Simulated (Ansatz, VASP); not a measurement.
**Si in VASP and in Ansatz**

```
Si
1.0
     0.00000    2.70097    2.70097
     2.70097    0.00000    2.70097
     2.70097    2.70097    0.00000
Si
2
Direct
  0.87500 0.87500 0.87500
  0.12500 0.12500 0.12500
```

Alike in both runs: functional LDA; k mesh 11 × 11 × 11; occupations fermi-dirac, width 0.02 eV; no spin polarisation.

Ansatz relaxed the structure, and its values are those at the end. VASP's run is a single point on that final structure, the one shown.

```csv
,VASP,Ansatz
version,VASP 6.6.1,Ansatz 0.2.0
potentials or method,"VASP PAW LDA potentials, release 64 (Si)","PAW with Ansatz's default frozen-core files, scalar-relativistic"
plane-wave cutoff (eV),520,420
valence electrons in the cell,8,8
```

```csv
,VASP,Ansatz,Ansatz less VASP
pressure (GPa),0.0,0.0,-0.04
```

LDA's correlation is that of Perdew and Zunger in VASP and of Perdew and Wang (1992) in Ansatz.
